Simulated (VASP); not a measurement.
Runs of VASP 6.6.1 on Tl. The structure is that of space group P6_3/mmc (No. 194), or close to it. The cells are those of the table. 

```csv
cell,gap on the mesh (eV),pressure (GPa)
"a = 3.509, b = 3.509, c = 11.266 Å, angles 90.0, 90.0, 120.0°, 4 atoms",none,-1.8
"a = 3.437, b = 3.437, c = 11.036 Å, angles 90.0, 90.0, 120.0°, 4 atoms",none,(a)
"a = 3.485, b = 3.485, c = 11.190 Å, angles 90.0, 90.0, 120.0°, 4 atoms",none,-1.2
"a = 3.532, b = 3.532, c = 11.340 Å, angles 90.0, 90.0, 120.0°, 4 atoms",none,-2.3
```

Alike in all rows: task single point; level PBEsol; potentials or basis VASP PAW PBE potentials, release 64 (Tl_d); no spin polarisation; k mesh 9 × 9 × 3; cutoff (eV) 520; smearing fermi-dirac 0.05 eV.

Estimate the missing entries.

(a) 0.2.

Caveats: the PAW data sets were made with another functional, which shifts forces and pressure a little; spin-orbit coupling is left out, which moves the levels of the heavy elements.

A k mesh can miss the band edges, and the runs leave out spin-orbit coupling on Tl.

A gap of «none» marks levels without a gap at the run's occupations.
